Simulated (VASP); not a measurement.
Set up this calculation in VASP 6.6.1, as the native input.

- Task: single point
- Functional: LDA
- Potentials or basis: VASP PAW LDA potentials, release 64 (P)
- Cutoff: 520 eV
- k mesh: 17 × 17 × 17
- Occupations: fermi-dirac, width 0.1 eV
- Spin: no spin polarisation
- Dipole correction: no
- Further INCAR settings: ALGO = Normal; EDIFF = 1e-06; NBANDS = 8

The structure of P lies in POSCAR:

```
P
1.0
    0.0000000000      1.5327275349      1.5327275349
    1.5327275349      0.0000000000      1.5327275349
    1.5327275349      1.5327275349      0.0000000000
P
1
Direct
    0.0000000000      0.0000000000      0.0000000000
```

This cell differs from its parent crystal: volume scaled by 0.52.

One way to write it, as run:

INCAR

```
  ALGO = Normal
  EDIFF = 1E-6
  ENCUT = 520
  GGA = CA
  ISIF = 2
  ISMEAR = -1
  LASPH = True
  LCHARG = False
  LREAL = False
  LWAVE = False
  NBANDS = 8
  NELM = 100
  PREC = Accurate
  SIGMA = 0.1
```

KPOINTS

```
k-points
0
Gamma
  17 17 17
```

Potentials or basis: VASP PAW LDA potentials, release 64 (P).

Launch:

```sh
$ cat potpaw_LDA.64/P/POTCAR > POTCAR
$ mpirun -np 1 vasp_std > vasp.out
```

It gave:

- Pressure: 235.4 GPa

Wall time 3 s on 1 thread of Intel(R) Xeon(R) Platinum 8488C (Sapphire Rapids), with other jobs on the host, peak memory 0.11 GiB.
